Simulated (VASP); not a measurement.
Runs of VASP 6.6.1 on Si3C2. The structure is that of space group P-6m2 (No. 187), or close to it. The cells are those of the table. 

| task | spin | cell | k mesh | cutoff (eV) | gap on the mesh (eV) | pressure (GPa) | moment (μB) | largest force (eV/Å) |
| --- | --- | --- | --- | --- | --- | --- | --- | --- |
| relaxation of cell and atoms | off | relaxed from a = 2.918, b = 2.918, c = 14.256 Å, angles 90.0, 90.0, 120.0°, 10 atoms | 6 × 6 × 2 | 600 | none | -0.1 | - | 0.04 |
| single point | collinear, ferromagnetic start | a = 2.909, b = 2.909, c = 14.449 Å, angles 90.0, 90.0, 120.0°, 10 atoms | 6 × 6 × 2 | 520 | none | 0.1 | 0.00 | 0.03 |
| single point | collinear, ferromagnetic start | a = 2.724, b = 2.724, c = 22.159 Å, angles 90.0, 90.0, 120.0°, 10 atoms | 6 × 6 × 1 | 520 | none | (b) | 0.00 | 1.91 |
| single point | off | a = 2.910, b = 2.910, c = 14.469 Å, angles 90.0, 90.0, 120.0°, 10 atoms | 12 × 12 × 4 | 520 | none | 0.1 | - | (a) |
| single point | off | a = 2.918, b = 2.918, c = 14.256 Å, angles 90.0, 90.0, 120.0°, 10 atoms | 6 × 6 × 1 | 520 | none | 0.1 | - | 0.01 |

Alike in all rows: level PBE; potentials or basis VASP PAW PBE potentials, release 64 (Si, C); smearing gaussian 0.1 eV.

Question: Fill in the values left out.

Answer: (a) 0.02; (b) -16.2.

Caveats: some runs use coarse meshes; forces of over 1 eV/Å act on the atoms, so gaps and moduli don't describe the material at rest (some runs).

A gap of «none» marks levels without a gap at the run's occupations.
